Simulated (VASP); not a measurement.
# Be (Fm-3m) in VASP: a series of runs

Runs on Be. Level: LDA. Tasks: relaxation of cell and atoms.

Program: VASP 6.6.1. These are calculated values, not measurements. Logs are shortened: lines on timing, memory, paths and dates and some standing lists are left out, and cuts for length are marked.

### Step 1. The cell of the first run

It takes space group Fm-3m (No. 225, cubic). The conventional cell has a = 3.190 Å, b = 3.190 Å, c = 3.190 Å, α = 90.00°, β = 90.00°, γ = 90.00°. Within 3.0 Å of Be (site symmetry m-3m) lie 12 Be at 2.26 Å.

This isn't the form of Be at room conditions, which is hcp.

### Step 2. Relaxation of cell and atoms, LDA, target pressure 5 GPa, at which the enthalpy is minimised

INCAR reads:

```
SYSTEM = Be
ALGO = Normal
EDIFF = 1E-7
EDIFFG = -0.01
ENCUT = 600
GGA_COMPAT = .FALSE.
IBRION = 2
ISIF = 3
ISMEAR = -1
LASPH = .TRUE.
LCHARG = .FALSE.
LREAL = .FALSE.
LWAVE = .FALSE.
NELM = 120
NELMIN = 4
NSW = 80
PREC = Accurate
PSTRESS = 50.0
SIGMA = 0.05
```

KPOINTS reads:

```
k-points
0
G
  14 14 14
  0 0 0
```

POSCAR reads:

```
Be
1.0
    0.0000000000      1.5950000000      1.5950000000
    1.5950000000      0.0000000000      1.5950000000
    1.5950000000      1.5950000000      0.0000000000
Be
1
Direct
    0.0000000000      0.0000000000      0.0000000000
```

Potentials or basis: VASP PAW LDA potentials, release 64 (Be).

The run is started by

```console
> cat potpaw_LDA.64/Be/POTCAR > POTCAR
> mpirun -np 1 vasp_std > vasp.out
```

OUTCAR:

```text
SYSTEM = Be
   EDIFF = 1E-7
   EDIFFG = -0.01
   ENCUT = 600
   IBRION = 2
   ISIF = 3
   ISMEAR = -1
   LASPH = .TRUE.
   LREAL = .FALSE.
   NELM = 120
   NELMIN = 4
   NSW = 80
   PREC = Accurate
   PSTRESS = 50.0

 ion  position               nearest neighbor table
   1  0.000  0.000  0.000-

  LATTYP: Found a face centered cubic cell.
 ALAT       =     3.1900000000

  Lattice vectors:

 A1 = (   0.0000000000,   1.5950000000,   1.5950000000)
 A2 = (   1.5950000000,   0.0000000000,   1.5950000000)
 A3 = (   1.5950000000,   1.5950000000,   0.0000000000)

Analysis of symmetry for initial positions (statically):
=====================================================================
 Subroutine PRICEL returns:
 Original cell was already a primitive cell.

 Routine SETGRP: Setting up the symmetry group for a
 face centered cubic supercell.

 Subroutine GETGRP returns: Found 48 space group operations
 (whereof 48 operations were pure point group operations)
 out of a pool of 48 trial point group operations.

The static configuration has the point symmetry O_h .

Analysis of symmetry for dynamics (positions and initial velocities):
=====================================================================
 Subroutine PRICEL returns:
 Original cell was already a primitive cell.

 Routine SETGRP: Setting up the symmetry group for a
 face centered cubic supercell.

 Subroutine GETGRP returns: Found 48 space group operations
 (whereof 48 operations were pure point group operations)
 out of a pool of 48 trial point group operations.

The dynamic configuration has the point symmetry O_h .

 Subroutine INISYM returns: Found 48 space group operations
 (whereof 48 operations are pure point group operations),
 and found     1 'primitive' translations

----------------------------------------------------------------------------------------

                                     Primitive cell

  volume of cell :       8.1154

  direct lattice vectors                    reciprocal lattice vectors
     0.000000000  1.595000000  1.595000000    -0.313479624  0.313479624  0.313479624
     1.595000000  0.000000000  1.595000000     0.313479624 -0.313479624  0.313479624
     1.595000000  1.595000000  0.000000000     0.313479624  0.313479624 -0.313479624

  length of vectors
     2.255670632  2.255670632  2.255670632     0.542962636  0.542962636  0.542962636

  position of ions in fractional coordinates (direct lattice)
     0.000000000  0.000000000  0.000000000

  ion indices of the primitive-cell ions
   primitive index   ion index
                 1           1

----------------------------------------------------------------------------------------

 KPOINTS: k-points

Automatic generation of k-mesh.
 Grid dimensions read from file:
 generate k-points for:   14   14   14

 Generating k-lattice:

  Cartesian coordinates                     Fractional coordinates (reciprocal lattice)
    -0.022391402  0.022391402  0.022391402     0.071428571  0.000000000  0.000000000
     0.022391402 -0.022391402  0.022391402     0.000000000  0.071428571  0.000000000
     0.022391402  0.022391402 -0.022391402     0.000000000  0.000000000  0.071428571

  Length of vectors
     0.038783045  0.038783045  0.038783045

  Shift w.r.t. Gamma in fractional coordinates (k-lattice)
     0.000000000  0.000000000  0.000000000

 Subroutine IBZKPT returns following result:
 ===========================================

 Found    104 irreducible k-points:

 Following reciprocal coordinates:
            Coordinates               Weight
  0.000000  0.000000  0.000000      1.000000
  0.071429  0.000000  0.000000      8.000000
  0.142857  0.000000  0.000000      8.000000
  0.214286  0.000000  0.000000      8.000000
  0.285714  0.000000  0.000000      8.000000
  0.357143  0.000000  0.000000      8.000000
[... 16 lines left out ...]
  0.214286  0.142857  0.000000     24.000000
  0.285714  0.142857  0.000000     24.000000
 [... further k-points ...]
   k-points           NKPTS =    104   k-points in BZ     NKDIM =    104   number of bands    NBANDS=      5
   number of dos      NEDOS =    301   number of ions     NIONS =      1
   total plane-waves  NPLWV =   5832
   dimension x,y,z NGX =    18 NGY =   18 NGZ =   18
   dimension x,y,z NGXF=    36 NGYF=   36 NGZF=   36
   ions per type =               1
   NGX,Y,Z   is equivalent  to a cutoff of  13.27, 13.27, 13.27 a.u.
   NGXF,Y,Z  is equivalent  to a cutoff of  26.53, 26.53, 26.53 a.u.
 SYSTEM =  Be
   PREC   = accura    normal or accurate (medium, high low for compatibility)
   ISTART =      0    job   : 0-new  1-cont  2-samecut
   ICHARG =      2    charge: 1-file 2-atom 10-const
   ISPIN  =      1    spin polarized calculation?
   LNONCOLLINEAR =      F non collinear calculations
   LSORBIT =      F    spin-orbit coupling
   LASPH  =      T    aspherical Exc in radial PAW
   ENCUT  =  600.0 eV  44.10 Ry    6.64 a.u.   4.51  4.51  4.51*2*pi/ulx,y,z
   NELM   =    120;   NELMIN=  4; NELMDL= -5     # of ELM steps
   EDIFF  = 0.1E-06   stopping-criterion for ELM
   LREAL  =      F    real-space projection
   EDIFFG = -.1E-01   stopping-criterion for IOM
   NSW    =     80    number of steps for IOM
   IBRION =      2    ionic relax: 0-MD 1-quasi-New 2-CG
   NFREE  =      1    steps in history (QN), initial steepest desc. (CG)
   ISIF   =      3    stress and relaxation
   ISYM   =      2    0-nonsym 1-usesym 2-fastsym
   POTIM  = 0.5000    time-step for ionic-motion
   TEBEG  =    0.0;   TEEND  =   0.0 temperature during run
   PSTRESS=   50.0 pullay stress
   NELECT =       2.0000    total number of electrons
   NUPDOWN=      -1.0000    fix difference up-down
   EMIN   =  10.00;   EMAX   =-10.00  energy-range for DOS
   EFERMI =   0.00;   METHOD = LEGACY
   ISMEAR =    -1;   SIGMA  =   0.05  broadening in eV -4-tet -1-fermi 0-gaus
   EFERMI_NEDOS =   21; number of points for ismear=-14 and -15
   IALGO  =     38    algorithm
   IMIX   =      4    mixing-type and parameters
     AMIX     =   0.40;   BMIX     =  1.00
     AMIX_MAG =   1.60;   BMIX_MAG =  1.00
  volume/ion in A,a.u.               =       8.12        54.77
  Fermi-wavevector in a.u.,A,eV,Ry     =   1.026394  1.939604 14.333531  1.053485
  Thomas-Fermi vector in A             =   2.160285
   LORBIT       =      0    0 simple, 1 ext, 2 COOP (PROOUT), +10 PAW based schemes
   GGA     = CA    functional components
   LHFCALC =     F    Hartree Fock is set to
   AEXX    =    0.0000 exact exchange contribution
   IVDW    =     0    specifies the selected vdW correction
   LEPSILON=     F    determine dielectric tensor
   LRPA    =     F    only Hartree local field effects (RPA)
 conjugate gradient relaxation of ions
 non-spin polarized calculation
  energy-cutoff  :      600.00
  volume of cell :        8.12
 maximum number of plane-waves:       283
 NGX is ok and might be reduce to    18
   NGX =  9   NGY =  9   NGZ =  9

--------------------------------------- Ionic step        1  -------------------------------------------

 number of electron       2.0000000 magnetization

 Free energy of the ion-electron system (eV)
  ---------------------------------------------------
  ext. energy  EPLUGINS =         0.00000000
  ---------------------------------------------------
  free energy    TOTEN  =        -4.11245274 eV

  energy without entropy =       -4.11140203  energy(sigma->0) =       -4.11192739

------------------------ aborting loop because EDIFF is reached ----------------------------------------

  FORCE on cell =-STRESS in cart. coord.  units (eV):
  Direction    XX          YY          ZZ          XY          YZ          ZX
  --------------------------------------------------------------------------------------
  -------------------------------------------------------------------------------------
  Total       -0.4436114     -0.4436114     -0.4436114      0.0000000     -0.0000000      0.0000000
  in kB      -87.5792598    -87.5792598    -87.5792598      0.0000000     -0.0000000      0.0000000
  external PRESSURE =    -137.5792598 kB  Pullay stress =      50.0000000 kB
[... 59 lines left out ...]
  enthalpy is  TOTEN    =        -3.8987324288 eV   P V=        0.2285685850

--------------------------------------- Ionic step        3  -------------------------------------------

 number of electron       2.0000000 magnetization

 Free energy of the ion-electron system (eV)
  ---------------------------------------------------
  ext. energy  EPLUGINS =         0.00000000
  ---------------------------------------------------
  free energy    TOTEN  =        -4.12563687 eV

  energy without entropy =       -4.12485299  energy(sigma->0) =       -4.12524493

 E-fermi :   7.9097     XC(G=0): -10.9085

 val. band max:        7.7986329159   @ k =  -0.2857   0.4286   0.2143
 cond. band min:       7.9460612319   @ k =  -0.2857   0.5000   0.2143
 fundamental gap:      0.1474283160
 Fermi energy:         7.9096997515

 k-point     1 :       0.0000    0.0000    0.0000
  band No.  band energies     occupation
      1      -4.1884      2.00000
      2      28.3846      0.00000
      3      28.3846      0.00000
      4      28.3846      0.00000
      5      38.6811      0.00000

 k-point     2 :       0.0714    0.0000    0.0000
  band No.  band energies     occupation
      1      -4.0177      2.00000
      2      27.0121      0.00000
      3      28.0899      0.00000
      4      28.0899      0.00000
      5      37.1660      0.00000
[... 169 lines left out ...]
 k-point    24 :       0.2857    0.1429    0.0000
  band No.  band energies     occupation
      1      -1.6680      2.00000
      2      18.6545      0.00000
      3      22.9968      0.00000
      4      26.9104      0.00000
      5      31.8424      0.00000

 [... further k-points ...]

------------------------ aborting loop because EDIFF is reached ----------------------------------------

  FORCE on cell =-STRESS in cart. coord.  units (eV):
  Direction    XX          YY          ZZ          XY          YZ          ZX
  --------------------------------------------------------------------------------------
  -------------------------------------------------------------------------------------
  Total        0.2240421      0.2240421      0.2240421      0.0000000      0.0000000     -0.0000000
  in kB       49.4261150     49.4261150     49.4261150      0.0000000      0.0000000     -0.0000000
  external PRESSURE =      -0.5738850 kB  Pullay stress =      50.0000000 kB
[... 16 lines left out ...]
  FREE ENERGIE OF THE ION-ELECTRON SYSTEM (eV)
  ---------------------------------------------------
  free  energy   TOTEN  =        -4.1256368652 eV

  energy  without entropy=       -4.1248529855  energy(sigma->0) =       -4.12524493

  enthalpy is  TOTEN    =        -3.8989934457 eV   P V=        0.2266434196

 reached required accuracy - stopping structural energy minimisation
```

Wall time 5.4 s (1 thread of AMD EPYC 7R13 (Zen 3), shared host); peak memory 0.08 GiB.

Results:

```yaml
Free_energy: -4.1256 eV
Relaxed_volume: 7.26 Å³/atom
Relaxed_cell: a = 2.174 Å, b = 2.174 Å, c = 2.174 Å, α = 60.00°, β = 60.00°, γ = 60.00°
Space_group_after_relaxing_to_0.1_Å: Fm-3m (No. 225)
Energy_change_on_relaxing_the_run_minimises_the_enthalpy: -13.2 meV/atom
Ionic_steps: 3
Pressure_after_relaxing: 4.9 GPa
Band_gap_on_the_k_mesh: zero (bands 1 and 2 overlap by 0.31 eV)
```

Step by step:
```csv
step,energy change (eV),largest force (eV/Å),pressure (GPa),volume (Å³)
1,0.0000,0.0000,-8.76,8.12
2,-0.0148,0.0000,3.71,7.32
3,-0.0132,0.0000,4.94,7.26
```

Final structure:
```
Be
1.0
     0.00000    1.53704    1.53704
     1.53704    0.00000    1.53704
     1.53704    1.53704    0.00000
Be
1
Direct
  0.00000 0.00000 0.00000
```

Levels at points of the mesh, in eV from the Fermi level:
```tsv
k point	band 1	band 2	band 3	band 4	band 5
(0.00, 0.00, 0.00)	-12.10	20.47	20.47	20.47	30.77
(0.50, 0.00, 0.00)	-5.54	0.47	17.39	17.39	27.76
(0.50, 0.50, 0.00)	-2.78	4.37	10.06	10.06	16.09
```

Caveat: the cell is relaxed towards a set pressure, so the run minimises the enthalpy, not the energy.

### Step 3. Relaxation of cell and atoms, LDA, target pressure 10 GPa, at which the enthalpy is minimised

INCAR reads:

```
PREC     = Accurate       # precision mode
ENCUT    = 600            # plane-wave cutoff, eV
EDIFF    = 1E-7           # SCF threshold, eV
ISMEAR   = -1             # smearing method
SIGMA    = 0.05           # smearing width, eV
LREAL    = F              # projectors in reciprocal space
LASPH    = T              # aspherical terms in the spheres
NELM     = 120            # most SCF steps
ALGO     = Normal         # electronic algorithm
ISIF     = 3              # what is computed and relaxed
LWAVE    = F              # write WAVECAR
LCHARG   = F              # write CHGCAR
IBRION   = 2              # ionic algorithm
NSW      = 80             # ionic steps
EDIFFG   = -0.01          # ionic threshold
PSTRESS  = 100.0        
GGA_COMPAT= F            
NELMIN   = 4
```

KPOINTS reads:

```
Automatic mesh
0
Gamma
  14 14 14
```

POSCAR is that of step 2.

Potentials or basis: VASP PAW LDA potentials, release 64 (Be).

The run is started by

```console
> cat potpaw_LDA.64/Be/POTCAR > POTCAR
> mpirun -np 1 vasp_std > vasp.out
```

It took 5.3 s on 1 thread of AMD EPYC 7R13 (Zen 3), shared host; peak memory 0.08 GiB.

It converged, with:

```yaml
Free_energy: -4.1150 eV
Relaxed_volume: 7.03 Å³/atom
Relaxed_cell: a = 2.150 Å, b = 2.150 Å, c = 2.150 Å, α = 60.00°, β = 60.00°, γ = 60.00°
Space_group_after_relaxing_to_0.1_Å: Fm-3m (No. 225)
Energy_change_on_relaxing_the_run_minimises_the_enthalpy: -2.5 meV/atom
Ionic_steps: 3
Pressure_after_relaxing: 10.0 GPa
Band_gap_on_the_k_mesh: zero (bands 1 and 2 overlap by 0.32 eV)
```

Step by step:
| step | energy change (eV) | largest force (eV/Å) | pressure (GPa) | volume (Å³) |
| --- | --- | --- | --- | --- |
| 1 | 0.0000 | 0.0000 | -8.76 | 8.12 |
| 2 | -0.0036 | 0.0000 | 9.56 | 7.05 |
| 3 | -0.0025 | 0.0000 | 9.98 | 7.03 |

Final structure:
```
Be
1.0
     0.00000    1.52057    1.52057
     1.52057    0.00000    1.52057
     1.52057    1.52057    0.00000
Be
1
Direct
  0.00000 0.00000 0.00000
```

Levels at points of the mesh, in eV from the Fermi level:
```csv
k point,band 1,band 2,band 3,band 4,band 5
"(0.00, 0.00, 0.00)",-12.27,21.03,21.03,21.03,31.41
"(0.50, 0.00, 0.00)",-5.67,0.59,17.85,17.85,28.33
"(0.50, 0.50, 0.00)",-2.84,4.52,10.32,10.32,16.40
```

Caveat: the cell is relaxed towards a set pressure, so the run minimises the enthalpy, not the energy.

### Step 4. Relaxation of cell and atoms, LDA, target pressure 20 GPa, at which the enthalpy is minimised

INCAR reads:

```
  ALGO = Normal
  EDIFF = 1E-7
  EDIFFG = -0.01
  ENCUT = 600
  GGA_COMPAT = False
  IBRION = 2
  ISIF = 3
  ISMEAR = -1
  LASPH = True
  LCHARG = False
  LREAL = False
  LWAVE = False
  NELM = 120
  NELMIN = 4
  NSW = 80
  PREC = Accurate
  PSTRESS = 200.0
  SIGMA = 0.05
```

KPOINTS reads:

```
k-points
0
Gamma
  14 14 14
```

POSCAR is that of step 3.

The run is started by

```console
> cat potpaw_LDA.64/Be/POTCAR > POTCAR
> mpirun -np 1 vasp_std > vasp.out
```

It took 5.6 s on 1 thread of AMD EPYC 7R13 (Zen 3), shared host; peak memory 0.08 GiB.

It converged, with:

* Free energy: -4.0790 eV
* Relaxed volume: 6.64 Å³/atom
* Relaxed cell: a = 2.110 Å, b = 2.110 Å, c = 2.110 Å, α = 60.00°, β = 60.00°, γ = 60.00°
* Space group after relaxing (to 0.1 Å): Fm-3m (No. 225)
* Energy change on relaxing (the run minimises the enthalpy): +33.5 meV/atom
* Ionic steps: 3
* Pressure after relaxing: 20.1 GPa
* Band gap on the k mesh: zero (bands 1 and 2 overlap by 0.33 eV)

Step by step:
| step | energy change (eV) | largest force (eV/Å) | pressure (GPa) | volume (Å³) |
| --- | --- | --- | --- | --- |
| 1 | 0.0000 | 0.0000 | -8.76 | 8.12 |
| 2 | 0.0502 | 0.0000 | 23.87 | 6.52 |
| 3 | 0.0335 | 0.0000 | 20.15 | 6.64 |

Final structure:
```xyz
1
Lattice="0.0000 1.4921 1.4921 1.4921 0.0000 1.4921 1.4921 1.4921 0.0000" Properties=species:S:1:pos:R:3 pbc="T T T"
Be    0.0000    0.0000    0.0000
```

Levels at points of the mesh, in eV from the Fermi level:
```
           k point  band 1  band 2  band 3  band 4  band 5
(0.00, 0.00, 0.00)  -12.57   22.02   22.02   22.02   32.58
(0.50, 0.00, 0.00)   -5.91    0.82   18.70   18.70   29.36
(0.50, 0.50, 0.00)   -2.95    4.79   10.79   10.79   16.96
```

Caveat: the cell is relaxed towards a set pressure, so the run minimises the enthalpy, not the energy; the volume moved by over 15 % at a fixed basis, so the end points are rough.

### Step 5. Summary

```csv
cell,gap on the mesh (eV),pressure (GPa)
relaxed to 5 GPa,none,4.9
relaxed to 10 GPa,none,10.0
relaxed to 20 GPa,none,20.1
```

Alike in all rows: task relaxation of cell and atoms; level LDA; potentials or basis VASP PAW LDA potentials, release 64 (Be); no spin polarisation; k mesh 14 × 14 × 14; cutoff (eV) 600; smearing fermi-dirac 0.05 eV.

Caveats: the cell is relaxed towards a set pressure, so the run minimises the enthalpy, not the energy; the volume moved by over 15 % at a fixed basis, so the end points are rough (at least some runs).

Total energies depend on the potentials used, so only differences within one code and one set of settings carry meaning.

The gap in the log of VASP goes by the Fermi energy; the results here count the filled bands.